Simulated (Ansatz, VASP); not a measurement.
**One calculation of C, two programs**

```xyz
1
Lattice="-0.8052 0.8052 3.3831 0.8052 -0.8052 3.3831 0.8052 0.8052 -3.3831" Properties=species:S:1:pos:R:3 pbc="T T T"
C     0.0000    0.0000    0.0000
```

Alike in both runs: functional r2SCAN; k mesh 10 × 10 × 10; occupations gaussian, width 0.1 eV; no spin polarisation.

Ansatz relaxed the structure, and its values are those at the end. VASP's run is a single point on that final structure, the one shown.

|  | VASP | Ansatz |
| --- | --- | --- |
| version | VASP 6.6.1 | Ansatz 0.2.0 |
| potentials or method | VASP PAW PBE potentials, release 64 (C), cutoff 520 eV | scalar-relativistic, plane waves, PAW |
| valence electrons in the cell | 4 | 4 |

|  | VASP | Ansatz | Ansatz less VASP |
| --- | --- | --- | --- |
| gap on the k mesh at the Fermi level (eV) | none | none | - |
| pressure (GPa) | 0.7 | 0.3 | -0.48 |

VASP's potentials were made for PBE, not for r2SCAN. A gap of «none» marks a metal or a gap that the smearing closes. With one functional, cell and mesh, what is left measures potentials, basis and numerics.

The k mesh is coarse, so the values compare programs but aren't converged.
